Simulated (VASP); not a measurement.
# Li2Bi (Fd-3m) in VASP: further runs, part 3 of 3

VASP 6.6.1. Earlier steps stand in the parts before.

## Step 6: Relaxation of cell and atoms, PBE

This run uses another cell than the first one, of 21.64 Å³/atom, 1.170 times its volume.

INCAR

```
SYSTEM = Li2Bi
PREC     = Accurate       ! precision mode
ENCUT    = 600            ! plane-wave cutoff, eV
EDIFF    = 1E-6           ! SCF threshold, eV
ISMEAR   = 0              ! smearing method
SIGMA    = 0.1            ! smearing width, eV
LREAL    = .False.        ! projectors in reciprocal space
LASPH    = .True.         ! aspherical terms in the spheres
NELM     = 100            ! most SCF steps
ALGO     = Fast           ! electronic algorithm
ISIF     = 3              ! what is computed and relaxed
LWAVE    = .False.        ! write WAVECAR
LCHARG   = .False.        ! write CHGCAR
GGA      = PE             ! functional
IBRION   = 2              ! ionic algorithm
NSW      = 100            ! ionic steps
EDIFFG   = -0.01          ! ionic threshold
```

KPOINTS

```
regular mesh
0
Gamma
  8 8 8
  0 0 0
```

POSCAR

```
Li2Bi
1.0
    0.0000000000      4.0187937421      4.0187937421
    4.0187937421      0.0000000000      4.0187937421
    4.0187937421      4.0187937421      0.0000000000
Li Bi
4 2
Direct
    0.1250000000      0.1250000000      0.1250000000
    0.6250000000      0.1250000000      0.1250000000
    0.1250000000      0.1250000000      0.6250000000
    0.1250000000      0.6250000000      0.1250000000
    0.5000000000      0.5000000000      0.5000000000
    0.7500000000      0.7500000000      0.7500000000
```

Potentials or basis: VASP PAW PBE potentials, release 64 (Li_sv, Bi_d).

Started as:

```console
cat potpaw_PBE.64/Li_sv/POTCAR potpaw_PBE.64/Bi_d/POTCAR > POTCAR
mpirun -np 1 vasp_std > vasp.out
```

OUTCAR:

```text
SYSTEM = Li2Bi
   PREC = Accurate
   ENCUT = 600
   EDIFF = 1E-6
   ISMEAR = 0
   LREAL = .False.
   LASPH = .True.
   NELM = 100
   ISIF = 3
   GGA = PE
   IBRION = 2
   NSW = 100
   EDIFFG = -0.01

 ion  position               nearest neighbor table
   1  0.125  0.125  0.125-
   2  0.625  0.125  0.125-
   3  0.125  0.125  0.625-
   4  0.125  0.625  0.125-
   5  0.500  0.500  0.500-   6 3.48   6 3.48   6 3.48   6 3.48
   6  0.750  0.750  0.750-   5 3.48   5 3.48   5 3.48   5 3.48

  LATTYP: Found a face centered cubic cell.
 ALAT       =     8.0375874842

  Lattice vectors:

 A1 = (   0.0000000000,   4.0187937421,   4.0187937421)
 A2 = (   4.0187937421,   0.0000000000,   4.0187937421)
 A3 = (   4.0187937421,   4.0187937421,   0.0000000000)

Analysis of symmetry for initial positions (statically):
=====================================================================
 Subroutine PRICEL returns:
 Original cell was already a primitive cell.

 Routine SETGRP: Setting up the symmetry group for a
 face centered cubic supercell.

 Subroutine GETGRP returns: Found 48 space group operations
 (whereof 24 operations were pure point group operations)
 out of a pool of 48 trial point group operations.

The static configuration has the point symmetry T_d .
 The point group associated with its full space group is O_h .

Analysis of symmetry for dynamics (positions and initial velocities):
=====================================================================
 Subroutine PRICEL returns:
 Original cell was already a primitive cell.

 Routine SETGRP: Setting up the symmetry group for a
 face centered cubic supercell.

 Subroutine GETGRP returns: Found 48 space group operations
 (whereof 24 operations were pure point group operations)
[... 130 lines left out ...]
     AMIX     =   0.40;   BMIX     =  1.00
     AMIX_MAG =   1.60;   BMIX_MAG =  1.00
  volume/ion in A,a.u.               =      21.64       146.00
  Fermi-wavevector in a.u.,A,eV,Ry     =   1.123877  2.123820 17.185520  1.263100
  Thomas-Fermi vector in A             =   2.260546
   LORBIT       =      0    0 simple, 1 ext, 2 COOP (PROOUT), +10 PAW based schemes
   GGA     = PE    functional components
   LHFCALC =     F    Hartree Fock is set to
   AEXX    =    0.0000 exact exchange contribution
   IVDW    =     0    specifies the selected vdW correction
   LEPSILON=     F    determine dielectric tensor
   LRPA    =     F    only Hartree local field effects (RPA)
 conjugate gradient relaxation of ions
 non-spin polarized calculation
 RMM-DIIS sequential band-by-band and
 Gauss-broadening in eV      SIGMA  =   0.10
  energy-cutoff  :      600.00
  volume of cell :      129.81
 maximum number of plane-waves:      4364
 NGX is ok and might be reduce to    48
   NGX = 23   NGY = 23   NGZ = 23

--------------------------------------- Ionic step        1  -------------------------------------------

 number of electron      41.9999982 magnetization

 Free energy of the ion-electron system (eV)
  ---------------------------------------------------
  ext. energy  EPLUGINS =         0.00000000
  ---------------------------------------------------
  free energy    TOTEN  =       -16.61851976 eV

  energy without entropy =      -16.60249419  energy(sigma->0) =      -16.61050697

------------------------ aborting loop because EDIFF is reached ----------------------------------------

  FORCE on cell =-STRESS in cart. coord.  units (eV):
  Direction    XX          YY          ZZ          XY          YZ          ZX
  --------------------------------------------------------------------------------------
  -------------------------------------------------------------------------------------
  Total       -0.3907325     -0.3907325     -0.3907325      0.0000000      0.0000000      0.0000000
  in kB       -4.8225077     -4.8225077     -4.8225077      0.0000000      0.0000000      0.0000000
  external PRESSURE =      -4.8225077 kB  Pullay stress =       0.0000000 kB
[... 67 lines left out ...]
--------------------------------------- Ionic step        3  -------------------------------------------

 number of electron      41.9999985 magnetization

 Free energy of the ion-electron system (eV)
  ---------------------------------------------------
  ext. energy  EPLUGINS =         0.00000000
  ---------------------------------------------------
  free energy    TOTEN  =       -16.62204311 eV

  energy without entropy =      -16.60618227  energy(sigma->0) =      -16.61411269

 E-fermi :   4.5155     XC(G=0):  -8.8844

 val. band max:        4.4950792651   @ k =   0.5000   0.3750   0.1250
 cond. band min:       4.5312833477   @ k =   0.5000   0.1250   0.0000
 fundamental gap:      0.0362040826
 Fermi energy:         4.5155238199

 k-point     1 :       0.0000    0.0000    0.0000
  band No.  band energies     occupation
      1     -42.0559      2.00000
      2     -42.0267      2.00000
      3     -42.0267      2.00000
      4     -42.0267      2.00000
      5     -18.1221      2.00000
      6     -18.1221      2.00000
[... 661 lines left out ...]
     24       6.4890      0.00000
     25       8.3938      0.00000

 [... further k-points ...]
[... 5 lines left out ...]
  --------------------------------------------------------------------------------------
  -------------------------------------------------------------------------------------
  Total       -0.0205229     -0.0205229     -0.0205229      0.0000000      0.0000000     -0.0000000
  in kB       -0.2574401     -0.2574401     -0.2574401      0.0000000      0.0000000     -0.0000000
  external PRESSURE =      -0.2574401 kB  Pullay stress =       0.0000000 kB
[... 21 lines left out ...]
  FREE ENERGIE OF THE ION-ELECTRON SYSTEM (eV)
  ---------------------------------------------------
  free  energy   TOTEN  =       -16.6220431147 eV

  energy  without entropy=      -16.6061822680  energy(sigma->0) =      -16.61411269

 reached required accuracy - stopping structural energy minimisation
```

Run time: 17 min. Hardware: 1 thread of Intel Xeon Platinum 8259CL at 2.50GHz (Skylake/Cascade Lake), shared host; peak memory 0.4 GiB.

What came out:

```yaml
Free_energy: -16.6220 eV
Relaxed_volume: 21.29 Å³/atom
Relaxed_cell: a = 5.653 Å, b = 5.653 Å, c = 5.653 Å, α = 60.00°, β = 60.00°, γ = 60.00°
Space_group_after_relaxing_to_0.05_Å: Fd-3m (No. 227)
Energy_gained_by_relaxing: 0.6 meV/atom
Ionic_steps: 3
Pressure_after_relaxing: 0.0 GPa
Band_gap_on_the_k_mesh: zero (band 21 reaches 6.17 eV, above the bottom of band 22 at 3.18 eV)
```

Step by step:
```
step  energy change (eV)  largest force (eV/Å)  pressure (GPa)  volume (Å³)
   1              0.0000                0.0000           -0.48       129.81
   2             -0.0028                0.0000           -0.23       128.59
   3             -0.0035                0.0000           -0.03       127.72
```

Final structure:
```xyz
6
Lattice="0.0000 3.9971 3.9971 3.9971 0.0000 3.9971 3.9971 3.9971 0.0000" Properties=species:S:1:pos:R:3 pbc="T T T"
Li    0.9993    0.9993    0.9993
Li    0.9993    2.9978    2.9978
Li    2.9978    2.9978    0.9993
Li    2.9978    0.9993    2.9978
Bi    3.9971    3.9971    3.9971
Bi    5.9957    5.9957    5.9957
```

Levels at points of the mesh, in eV from the Fermi level:
| k point | band 18 | band 19 | band 20 | band 21 | band 22 | band 23 | band 24 | band 25 |
| --- | --- | --- | --- | --- | --- | --- | --- | --- |
| (0.00, 0.00, 0.00) | -1.86 | -1.86 | -1.33 | -1.33 | -1.33 | -0.22 | 0.59 | 2.57 |
| (0.50, 0.00, 0.00) | -2.82 | -2.82 | -0.30 | -0.30 | -0.10 | 1.08 | 2.29 | 3.88 |
| (0.50, 0.50, 0.00) | -3.54 | -2.36 | -2.36 | 1.65 | 1.65 | 2.01 | 2.01 | 4.70 |

Caveat: the cutoff is under 1.25 times the usual one of these potentials, so pressure, stress and relaxed cells hold a basis-set (Pulay) error; spin-orbit coupling is left out, which moves the levels of the heavy elements.

## Step 7: Overview

```csv
task,cell,k mesh,cutoff (eV),gap on the mesh (eV),pressure (GPa),relaxed volume (Å³/atom)
single point,"a = 5.394 Å, angles 60.0°, 6 atoms",4 × 4 × 4,520,none,-,-
single point,"a = 5.683 Å, angles 60.0°, 6 atoms",4 × 4 × 4,520,none,-,-
relaxation of cell and atoms,"relaxed from a = 5.394 Å, angles 60.0°, 6 atoms",4 × 4 × 4,600,none,0.0,21.63
single point,"a = 5.656 Å, angles 60.0°, 6 atoms",8 × 8 × 8,520,none,-,-
relaxation of cell and atoms,"relaxed from a = 5.683 Å, angles 60.0°, 6 atoms",8 × 8 × 8,600,none,0.0,21.29
```

Alike in all rows: level PBE; potentials or basis VASP PAW PBE potentials, release 64 (Li_sv, Bi_d); no spin polarisation; smearing gaussian 0.1 eV.

Caveats: the cutoff is under 1.25 times the usual one of these potentials, so pressure, stress and relaxed cells hold a basis-set (Pulay) error; spin-orbit coupling is left out, which moves the levels of the heavy elements; the volume moved by over 15 % at a fixed basis, so the end points are rough (some runs).

Total energies depend on the potentials used, so only differences within one code and one set of settings carry meaning.
